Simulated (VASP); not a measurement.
# CdF2 (R3m) in VASP: notebook

CdF2 is run at these levels: LDA; tasks: single point.

Everything below comes from runs of VASP 6.6.1. Logs are shortened: lines on timing, memory, paths and dates and some standing lists are left out, and cuts for length are marked.

### Step 1. The cell of the first run

Symmetry: R3m, No. 160, trigonal system. Conventional cell: a = 3.746 Å, b = 3.746 Å, c = 9.176 Å, α = 90.00°, β = 90.00°, γ = 120.00°. Within 2.7 Å of Cd (site symmetry 3m) lie 8 F at 2.07 to 2.52 Å. Within 2.7 Å of F (site symmetry 3m) lie 4 Cd at 2.07 to 2.38 Å and 6 F at 2.65 Å. F (site symmetry 3m) has 4 Cd at 2.23 to 2.52 Å and 6 F at 2.65 Å within 2.9 Å.

### Step 2. Single point, LDA (all Cd atoms moved +0.225 Å, as atom 1 along Cartesian [1 1 1])

Input file INCAR:

```
SYSTEM = CdF2
PREC = Accurate
ENCUT = 520
EDIFF = 1E-7
ISMEAR = 0
SIGMA = 0.05
LREAL = .False.
LASPH = .True.
NELM = 60
ALGO = Normal
ISIF = 2
LWAVE = .False.
LCHARG = .False.
NBANDS = 20
```

Input file KPOINTS:

```
regular mesh
0
Gamma
  8 8 8
  0 0 0
```

Input file POSCAR:

```
CdF2
1.0
    0.0000000000      2.6488277134      2.6488277134
    2.6488277134      0.0000000000      2.6488277134
    2.6488277134      2.6488277134      0.0000000000
Cd F
1 2
Direct
    0.0245210003      0.0245210003      0.0245210003
    0.2500000000      0.2500000000      0.2500000000
    0.7500000000      0.7500000000      0.7500000000
```

Potentials or basis: VASP PAW LDA potentials, release 64 (Cd, F).

Launch:

```sh
$ cat potpaw_LDA.64/Cd/POTCAR potpaw_LDA.64/F/POTCAR > POTCAR
$ mpirun -np 1 vasp_std > vasp.out
```

OUTCAR:

```text
SYSTEM = CdF2
   PREC = Accurate
   ENCUT = 520
   EDIFF = 1E-7
   ISMEAR = 0
   LREAL = .False.
   LASPH = .True.
   NELM = 60
   ISIF = 2

 ion  position               nearest neighbor table
   1  0.025  0.025  0.025-   2 2.07   3 2.23   3 2.23   3 2.23   2 2.38   2 2.38   2 2.38   3 2.52

   2  0.250  0.250  0.250-   1 2.07   1 2.38   1 2.38   1 2.38
   3  0.750  0.750  0.750-   1 2.23   1 2.23   1 2.23   1 2.52

  LATTYP: Found a face centered cubic cell.
 ALAT       =     5.2976554268

  Lattice vectors:

 A1 = (   0.0000000000,   2.6488277134,   2.6488277134)
 A2 = (   2.6488277134,   0.0000000000,   2.6488277134)
 A3 = (   2.6488277134,   2.6488277134,   0.0000000000)

Analysis of symmetry for initial positions (statically):
=====================================================================
 Subroutine PRICEL returns:
 Original cell was already a primitive cell.

 Routine SETGRP: Setting up the symmetry group for a
 face centered cubic supercell.

 Subroutine GETGRP returns: Found  6 space group operations
 (whereof  6 operations were pure point group operations)
 out of a pool of 48 trial point group operations.

The static configuration has the point symmetry C_3v.

Analysis of symmetry for dynamics (positions and initial velocities):
=====================================================================
 Subroutine PRICEL returns:
 Original cell was already a primitive cell.

 Routine SETGRP: Setting up the symmetry group for a
 face centered cubic supercell.

 Subroutine GETGRP returns: Found  6 space group operations
 (whereof  6 operations were pure point group operations)
 out of a pool of 48 trial point group operations.

The dynamic configuration has the point symmetry C_3v.

 Subroutine INISYM returns: Found  6 space group operations
 (whereof  6 operations are pure point group operations),
 and found     1 'primitive' translations

----------------------------------------------------------------------------------------

                                     Primitive cell

  volume of cell :      37.1699

  direct lattice vectors                    reciprocal lattice vectors
     0.000000000  2.648827713  2.648827713    -0.188762749  0.188762749  0.188762749
     2.648827713  0.000000000  2.648827713     0.188762749 -0.188762749  0.188762749
     2.648827713  2.648827713  0.000000000     0.188762749  0.188762749 -0.188762749

  length of vectors
[... 82 lines left out ...]
   ENCUT  =  520.0 eV  38.22 Ry    6.18 a.u.   6.97  6.97  6.97*2*pi/ulx,y,z
   NELM   =     60;   NELMIN=  2; NELMDL= -5     # of ELM steps
   EDIFF  = 0.1E-06   stopping-criterion for ELM
   LREAL  =      F    real-space projection
   EDIFFG = 0.1E-05   stopping-criterion for IOM
   NSW    =      0    number of steps for IOM
   IBRION =     -1    ionic relax: 0-MD 1-quasi-New 2-CG
   NFREE  =      0    steps in history (QN), initial steepest desc. (CG)
   ISIF   =      2    stress and relaxation
   ISYM   =      2    0-nonsym 1-usesym 2-fastsym
   POTIM  = 0.5000    time-step for ionic-motion
   TEBEG  =    0.0;   TEEND  =   0.0 temperature during run
   PSTRESS=    0.0 pullay stress
   NELECT =      26.0000    total number of electrons
   NUPDOWN=      -1.0000    fix difference up-down
   EMIN   =  10.00;   EMAX   =-10.00  energy-range for DOS
   EFERMI =   0.00;   METHOD = LEGACY
   ISMEAR =     0;   SIGMA  =   0.05  broadening in eV -4-tet -1-fermi 0-gaus
   EFERMI_NEDOS =   21; number of points for ismear=-14 and -15
   IALGO  =     38    algorithm
   IMIX   =      4    mixing-type and parameters
     AMIX     =   0.40;   BMIX     =  1.00
     AMIX_MAG =   1.60;   BMIX_MAG =  1.00
  volume/ion in A,a.u.               =      12.39        83.61
  Fermi-wavevector in a.u.,A,eV,Ry     =   1.453234  2.746214 28.733998  2.111889
  Thomas-Fermi vector in A             =   2.570524
   LORBIT       =      0    0 simple, 1 ext, 2 COOP (PROOUT), +10 PAW based schemes
   GGA     = CA    functional components
   LHFCALC =     F    Hartree Fock is set to
   AEXX    =    0.0000 exact exchange contribution
   IVDW    =     0    specifies the selected vdW correction
   LEPSILON=     F    determine dielectric tensor
   LRPA    =     F    only Hartree local field effects (RPA)
 non-spin polarized calculation
 Gauss-broadening in eV      SIGMA  =   0.05
  energy-cutoff  :      520.00
  volume of cell :       37.17
 maximum number of plane-waves:      1012
   NGX = 13   NGY = 13   NGZ = 13

 number of electron      26.0000026 magnetization

 Free energy of the ion-electron system (eV)
  ---------------------------------------------------
  ext. energy  EPLUGINS =         0.00000000
  ---------------------------------------------------
  free energy    TOTEN  =       -12.54565450 eV

  energy without entropy =      -12.54565450  energy(sigma->0) =      -12.54565450

 E-fermi :  -1.0602     XC(G=0): -11.3907

 val. band max:       -1.2729426493   @ k =  -0.2500   0.5000   0.2500
 cond. band min:       1.7430695344   @ k =   0.0000   0.0000   0.0000
 fundamental gap:      3.0160121837
 Fermi energy:        -1.0602003947

 k-point     1 :       0.0000    0.0000    0.0000
  band No.  band energies     occupation
      1     -22.0563      2.00000
      2     -20.7445      2.00000
      3      -7.1249      2.00000
      4      -7.1057      2.00000
      5      -7.1057      2.00000
      6      -5.6452      2.00000
[... 541 lines left out ...]
     19      16.8337      0.00000
     20      19.8989      0.00000

 [... further k-points ...]

------------------------ aborting loop because EDIFF is reached ----------------------------------------

  FORCE on cell =-STRESS in cart. coord.  units (eV):
  Direction    XX          YY          ZZ          XY          YZ          ZX
  --------------------------------------------------------------------------------------
  -------------------------------------------------------------------------------------
  Total        1.1605160      1.1605160      1.1605160      0.5947951      0.5947951      0.5947951
  in kB       50.0230978     50.0230978     50.0230978     25.6381589     25.6381589     25.6381589
  external PRESSURE =      50.0230978 kB  Pullay stress =       0.0000000 kB

 VOLUME and BASIS-vectors are now :
 -----------------------------------------------------------------------------
  energy-cutoff  :      520.00
  volume of cell :       37.17
      direct lattice vectors                 reciprocal lattice vectors
     0.000000000  2.648827713  2.648827713    -0.188762749  0.188762749  0.188762749
     2.648827713  0.000000000  2.648827713     0.188762749 -0.188762749  0.188762749
     2.648827713  2.648827713  0.000000000     0.188762749  0.188762749 -0.188762749

 POSITION                                       TOTAL-FORCE (eV/Angst)
 -----------------------------------------------------------------------------------
      0.12990      0.12990      0.12990        -1.082176     -1.082176     -1.082176
      1.32441      1.32441      1.32441         0.861714      0.861714      0.861714
      3.97324      3.97324      3.97324         0.220461      0.220461      0.220461
 -----------------------------------------------------------------------------------
    total drift:                               -0.000067     -0.000067     -0.000067

  FREE ENERGIE OF THE ION-ELECTRON SYSTEM (eV)
  ---------------------------------------------------
  free  energy   TOTEN  =       -12.5456544991 eV

  energy  without entropy=      -12.5456544991  energy(sigma->0) =      -12.54565450
```

OSZICAR:

```text
N       E                     dE             d eps       ncg     rms          rms(c)
DAV:   1     0.198398155730E+03    0.19840E+03   -0.15166E+04  2600   0.133E+03
DAV:   2    -0.560644057665E+01   -0.20400E+03   -0.19534E+03  2812   0.348E+02
DAV:   3    -0.140425570549E+02   -0.84361E+01   -0.84137E+01  2980   0.785E+01
DAV:   4    -0.140778725344E+02   -0.35315E-01   -0.35314E-01  2792   0.526E+00
DAV:   5    -0.140780002533E+02   -0.12772E-03   -0.12772E-03  2980   0.284E-01    0.117E+01
DAV:   6    -0.125616294454E+02    0.15164E+01   -0.34351E+00  3600   0.360E+01    0.883E+00
DAV:   7    -0.125765670809E+02   -0.14938E-01   -0.74075E-01  2704   0.822E+00    0.504E+00
DAV:   8    -0.125544365414E+02    0.22131E-01   -0.13556E-01  2808   0.352E+00    0.681E-01
DAV:   9    -0.125453348006E+02    0.91017E-02   -0.31777E-02  3408   0.256E+00    0.963E-02
DAV:  10    -0.125456365332E+02   -0.30173E-03   -0.28949E-03  2676   0.525E-01    0.729E-02
DAV:  11    -0.125456546447E+02   -0.18111E-04   -0.50930E-05  2980   0.759E-02    0.186E-02
DAV:  12    -0.125456546236E+02    0.21095E-07   -0.39029E-06  2716   0.187E-02    0.165E-02
DAV:  13    -0.125456545203E+02    0.10325E-06   -0.10164E-06  2896   0.128E-02    0.302E-03
DAV:  14    -0.125456544991E+02    0.21239E-07   -0.14516E-07  2100   0.432E-03
   1 F= -.12545654E+02 E0= -.12545654E+02  d E =-.633732E-11
```

Wall time 35 s (1 thread of Intel Xeon Platinum 8259CL at 2.50GHz (Skylake/Cascade Lake), shared host); peak memory 0.17 GiB.

Results:

| Quantity | Value |
| --- | --- |
| Free energy | -12.5457 eV |
| Pressure | 5.0 GPa |
| Largest force | 1.874 eV/Å |
| Band gap on the k mesh | 3.02 eV (least direct gap 3.41 eV) |

Forces on the atoms (eV/Å):
```
Cd  -1.082 -1.082 -1.082
F    0.862  0.862  0.862
F    0.220  0.220  0.220
```

Caveat: the cell differs from its parent crystal (all Cd atoms moved +0.225 Å, as atom 1 along Cartesian [1 1 1]); the cell stands under pressure; forces of over 1 eV/Å act on the atoms, so gaps and moduli don't describe the material at rest. A k mesh can miss the band edges.

(Part 1 of 2 ends here.)
